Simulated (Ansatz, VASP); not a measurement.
## One calculation of SrV, two programs

Contents of INCAR:

```
SYSTEM = SrV
  PREC = Accurate
  ENCUT = 520
  EDIFF = 1E-7
  ISMEAR = -1
  SIGMA = 0.05
  LREAL = .FALSE.
  LASPH = .TRUE.
  NELM = 150
  ALGO = Normal
  ISIF = 2
  LWAVE = .FALSE.
  LCHARG = .TRUE.
  ISPIN = 2
  MAGMOM = 0 2
  LORBIT = 11
  LMAXMIX = 4
  GGA = PE
  LELF = .TRUE.
  LVHAR = .TRUE.
  NBANDS = 22
```

The input KPOINTS:

```
Automatic mesh
0
G
  8 8 8
  0 0 0
```

The input POSCAR:

```
SrV
1.0
    0.0000000000      2.7386928315      2.7386928315
    2.7386928315      0.0000000000      2.7386928315
    2.7386928315      2.7386928315      0.0000000000
Sr V
1 1
Direct
    0.0000000000      0.0000000000      0.0000000000
    0.5000000000      0.5000000000      0.5000000000
```

Contents of input.yaml:

```yaml
crystal:
  lattice:
    - [0.0, 2.7386928315, 2.7386928315]
    - [2.7386928315, 0.0, 2.7386928315]
    - [2.7386928315, 2.7386928315, 0.0]
  atoms:
    - { symbol: Sr, position: [0.0, 0.0, 0.0] }
    - { symbol: V, position: [0.5, 0.5, 0.5], spin: 2.0 }
kpoints:
  mp_grid: { grid: [8, 8, 8] }
scf:
  occupations: { method: fermi_dirac, width: 0.05 }
hamiltonian:
  xc: pbe
  pseudopotentials: { kind: all_electron, lapw: { basis_error: 0.0005 } }
magnetization:
  spin_polarized: true
output:
  forces: true
  stress: true
  eigenvalues: true
```

Change from the starting cell: volume scaled by 0.94.

Alike in both runs: task single point; functional PBE; k mesh 8 × 8 × 8; occupations fermi-dirac, width 0.05 eV; collinear spin.

```csv
,VASP,Ansatz
version,VASP 6.6.1,Ansatz 0.2.0
potentials or method,"VASP PAW PBE potentials, release 64 (Sr_sv, V_sv), cutoff 520 eV","all-electron LAPW, scalar-relativistic"
```

Ansatz gave:

```
gap on the k mesh at the Fermi level (eV)                     : none
pressure (GPa)                                                : 24.3
net moment per atom (μB)                                      : 1.48
size of the moment on the site where the two differ most (μB) : 2.60
```

Which values does VASP return?

gap on the k mesh at the Fermi level (eV): none; pressure (GPa): 24.9; net moment per atom (μB): 1.48; size of the moment on the site where the two differ most (μB): 2.46.

Site moments also hang on the region over which each program counts them. A gap of «none» marks a metal or a gap that the smearing closes. Ansatz ran all-electron here, and VASP with PAW potentials.
